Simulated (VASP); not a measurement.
Crystal: WC (Qusongite).

```
CELL_PARAMETERS angstrom
2.90650 0.00000 0.00000
-1.45325 2.51710 0.00000
0.00000 0.00000 2.83660
ATOMIC_POSITIONS crystal
W 0.00000 0.00000 0.00000
C 0.66667 0.33333 0.50000
```

```yaml
Program: VASP 6.6.1
Task: relaxation of cell and atoms
Functional: LDA
Potentials_or_basis: VASP PAW LDA potentials, release 64 (W_sv, C)
Cutoff: 600 eV
k_mesh: 11 × 11 × 10
Occupations: methfessel-paxton, width 0.1 eV
Spin: no spin polarisation
```

At the start: pressure -7.3 GPa; volume 10.38 Å³/atom.

Where does the relaxation end?

Over 7 steps the energy falls by 4.3 meV/atom and the volume is 10.19 Å³/atom (-1.8 %); space group P-6m2 (No. 187, to 0.05 Å).

The path:
```csv
step,energy change (eV),largest force (eV/Å),pressure (GPa),volume (Å³)
1,0.0000,0.0000,-7.33,20.75
2,0.0677,0.0000,24.49,19.36
3,-0.0086,0.0000,-0.17,20.39
4,-0.0086,0.0000,-0.07,20.39
5,-0.0086,0.0000,0.08,20.38
6,-0.0086,0.0000,-0.20,20.39
7,-0.0086,0.0000,-0.03,20.39
```

Final structure:
```yaml
crystal:
  lattice:
    - [2.89028, 0.00000, 0.00000]
    - [-1.44514, 2.50306, 0.00000]
    - [0.00000, 0.00000, 2.81790]
  atoms:
    - { symbol: W, position: [0.00000, 0.00000, 0.00000] }
    - { symbol: C, position: [0.66667, 0.33333, 0.50000] }
```
